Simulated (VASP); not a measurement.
The system is Na3AlO3.

```
Na Al O
1.0
     4.92304    2.84232    1.30472
    -4.92304    2.84232    1.30472
     0.00000   -5.68464    1.30472
Na Al O
3 1 3
Cartesian
  2.1461 1.2390 2.7196
  -2.1461 1.2390 2.7196
  0.0000 -2.4780 2.7196
  0.0000 0.0000 0.5235
  -1.7282 -0.9978 3.3685
  1.7282 -0.9978 3.3685
  0.0000 1.9956 3.3685
```

* Program: VASP 6.6.1
* Task: relaxation of cell and atoms
* Functional: PBE
* Potentials or basis: VASP PAW PBE potentials, release 64 (Na_pv, Al, O)
* Cutoff: 600 eV
* k mesh: 3 × 3 × 3
* Occupations: gaussian, width 0.15 eV
* Spin: no spin polarisation

At the start: pressure -9.6 GPa; volume 15.65 Å³/atom.

Task: How do energy, volume and symmetry change on relaxing?

Result: Over 31 steps the energy falls by 749.1 meV/atom and the volume is 15.44 Å³/atom (-1.3 %); space group R3m (No. 160, to 0.05 Å).

The path:
```tsv
step	energy change (eV)	largest force (eV/Å)	pressure (GPa)	volume (Å³)
1	0.0000	4.4321	-9.63	109.54
2	-3.0513	4.1276	-2.39	95.29
3	22.1322	46.2911	194.95	62.75
4	-2.6648	4.3050	-1.20	92.45
5	-1.9424	5.0431	40.90	76.65
6	-3.3024	3.2819	5.79	87.27
7	-3.4273	1.3182	16.69	82.57
8	-3.4715	2.0983	12.45	84.14
9	-4.3834	2.4318	14.10	91.77
10	-4.3828	2.4907	14.14	91.89
11	-5.0715	0.4039	1.21	103.83
12	-5.0761	0.5306	0.23	105.10
13	-5.0760	0.4947	0.44	104.83
14	-5.1063	0.3557	0.16	105.89
15	-5.1479	0.2899	-0.43	108.98
16	-5.1488	0.3440	-0.51	109.50
17	-5.1725	0.2492	-1.00	109.70
18	-5.1917	0.3848	-1.92	110.13
19	-5.2019	0.3396	-1.62	109.77
20	-5.2190	0.2323	-0.68	108.69
21	-5.2197	0.2162	-0.39	108.38
22	-5.2243	0.1251	-0.18	108.31
23	-5.2280	0.1869	0.27	108.17
24	-5.2309	0.1511	0.18	108.28
25	-5.2365	0.1031	-0.13	108.62
26	-5.2327	0.1968	-0.69	109.29
27	-5.2374	0.1042	-0.31	108.83
28	-5.2395	0.0961	-0.07	108.56
29	-5.2408	0.1447	0.34	108.12
30	-5.2422	0.1015	0.29	108.11
31	-5.2440	0.0722	0.14	108.07
```

Final structure:
```xyz
7
Lattice="5.0891 2.9382 1.2046 -5.0891 2.9382 1.2046 0.0000 -5.8764 1.2046" Properties=species:S:1:pos:R:3 pbc="T T T"
Na   -2.6857   -1.5506    1.4324
Na    2.6857   -1.5506    1.4324
Na    0.0000    3.1012    1.4324
Al    0.0000    0.0000    3.3475
O    -1.4865   -0.8582    3.2336
O     1.4865   -0.8582    3.2336
O     0.0000    1.7164    3.2336
```

Caveat: the k points lie up to 0.63 Å⁻¹ apart in the final cell; the relaxation stopped at a loose force limit of 0.08 eV/Å, so its end isn't a converged minimum.
